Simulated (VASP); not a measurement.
Runs of VASP 6.6.1 on Mo. The structure is that of space group Im-3m (No. 229), or close to it. The cells are those of the table. 

```tsv
task	cell	cutoff (eV)	gap on the mesh (eV)	pressure (GPa)
relaxation of cell and atoms	relaxed to 10 GPa from a = 2.697 Å, angles 109.5°, 1 atom	600	none	10.0
single point	a = 2.670 Å, angles 109.5°, 1 atom	520	none	21.5
single point	a = 2.722 Å, angles 109.5°, 1 atom	520	none	(a)
single point	a = 2.735 Å, angles 109.5°, 1 atom	520	none	-0.9
relaxation of cell and atoms	relaxed to 20 GPa from a = 2.669 Å, angles 109.5°, 1 atom	600	none	20.0
single point	a = 2.697 Å, angles 109.5°, 1 atom	520	none	(b)
relaxation of cell and atoms	relaxed to 40 GPa from a = 2.623 Å, angles 109.5°, 1 atom	600	none	40.0
single point	a = 2.712 Å, angles 109.5°, 1 atom	520	none	6.3
```

Alike in all rows: level r2SCAN; potentials or basis VASP PAW PBE potentials, release 64 (Mo_sv); no spin polarisation; k mesh 18 × 18 × 18; smearing gaussian 0.1 eV.

Problem. Estimate the missing entries.

Solution. (a) 3.2; (b) 11.3.

Caveats: the PAW data sets were made with another functional, which shifts forces and pressure a little; the cell stands under pressure (at least some runs); the cell is relaxed towards a set pressure, so the run minimises the enthalpy, not the energy (at least some runs).

A k mesh can miss the band edges, and the runs leave out spin-orbit coupling on Mo.

A gap of «none» marks levels without a gap at the run's occupations.
